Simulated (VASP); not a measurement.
Li7S:

```
Li S
1.0
     0.00000    3.63862    3.63862
     3.63862    0.00000    3.63862
     3.63862    3.63862    0.00000
Li S
7 1
Direct
  0.50000 0.50000 0.50000
  0.50000 0.00000 0.00000
  0.50000 0.00000 0.50000
  0.00000 0.50000 0.50000
  0.00000 0.50000 0.00000
  0.50000 0.50000 0.00000
  0.00000 0.00000 0.50000
  0.00000 0.00000 0.00000
```

| Property | Result |
| --- | --- |
| Program | VASP 6.6.1 |
| Task | relaxation of cell and atoms |
| Functional | PBE |
| Potentials or basis | VASP PAW PBE potentials, release 64 (Li_sv, S) |
| Cutoff | 600 eV |
| k mesh | 4 × 4 × 4 |
| Occupations | gaussian, width 0.1 eV |
| Spin | no spin polarisation |

At the start: pressure 13.0 GPa; volume 12.04 Å³/atom.

Question: How do energy, volume and symmetry change on relaxing?

Answer: Over 4 steps the energy falls by 160.9 meV/atom and the volume is 16.82 Å³/atom (+39.7 %); space group Fm-3m (No. 225, to 0.05 Å).

The path:
| step | energy change (eV) | largest force (eV/Å) | pressure (GPa) | volume (Å³) |
| --- | --- | --- | --- | --- |
| 1 | 0.0000 | 0.0000 | 13.03 | 96.35 |
| 2 | -0.8512 | 0.0000 | 6.48 | 110.66 |
| 3 | -1.2822 | 0.0000 | 0.59 | 131.82 |
| 4 | -1.2875 | 0.0000 | 0.03 | 134.55 |

Final structure:
```xyz
8
Lattice="0.0000 4.0671 4.0671 4.0671 0.0000 4.0671 4.0671 4.0671 0.0000" Properties=species:S:1:pos:R:3 pbc="T T T"
Li    4.0671    4.0671    4.0671
Li    4.0671    2.0336    6.1007
Li    6.1007    4.0671    6.1007
Li    4.0671    2.0336    2.0336
Li    6.1007    4.0671    2.0336
Li    2.0336    2.0336    4.0671
Li    2.0336    6.1007    4.0671
S     8.1342    8.1342    8.1342
```

Caveat: the k points lie up to 0.33 Å⁻¹ apart in the final cell; the cutoff is under 1.25 times the usual one of these potentials, so pressure, stress and relaxed cells hold a basis-set (Pulay) error; the volume moved by over 15 % at a fixed basis, so the end points are rough.
